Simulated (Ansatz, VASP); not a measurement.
## Au in VASP and in Ansatz

```
Au
1.0
     1.37645   -2.58728    0.00000
     1.37645    2.58728    0.00000
     0.00000    0.00000    4.67298
Au
2
Direct
  0.65727 0.34273 0.25000
  0.34273 0.65727 0.75000
```

Alike in both runs: task relaxation of cell and atoms; functional LDA; k mesh 18 × 18 × 10; occupations gaussian, width 0.1 eV; no spin polarisation.

|  | VASP | Ansatz |
| --- | --- | --- |
| version | VASP 6.6.1 | Ansatz 0.2.0 |
| potentials or method | VASP PAW LDA potentials, release 64 (Au), cutoff 600 eV | scalar-relativistic, plane waves, PAW |
| valence electrons in the cell | 22 | 38 |

VASP gave:

| Property | Result |
| --- | --- |
| gap on the k mesh at the Fermi level, each at its own relaxed structure (eV) | none |
| relaxed volume (Å³/atom) | 16.64 |
| relaxed length of the cell vector where the two differ most in proportion (Å) | 2.863 |

**Question.** Estimate Ansatz's values.

**Answer.** gap on the k mesh at the Fermi level, each at its own relaxed structure (eV): none; relaxed volume (Å³/atom): 16.59; relaxed length of the cell vector where the two differ most in proportion (Å): 2.858.

LDA's correlation is that of Perdew and Zunger in VASP and of Perdew and Wang (1992) in Ansatz. A gap of «none» marks a metal or a gap that the smearing closes. VASP's potentials hold 22 valence electrons a cell and Ansatz's 38, so a difference there can come from the potentials and not from the codes.

Neither program's run includes spin-orbit coupling.
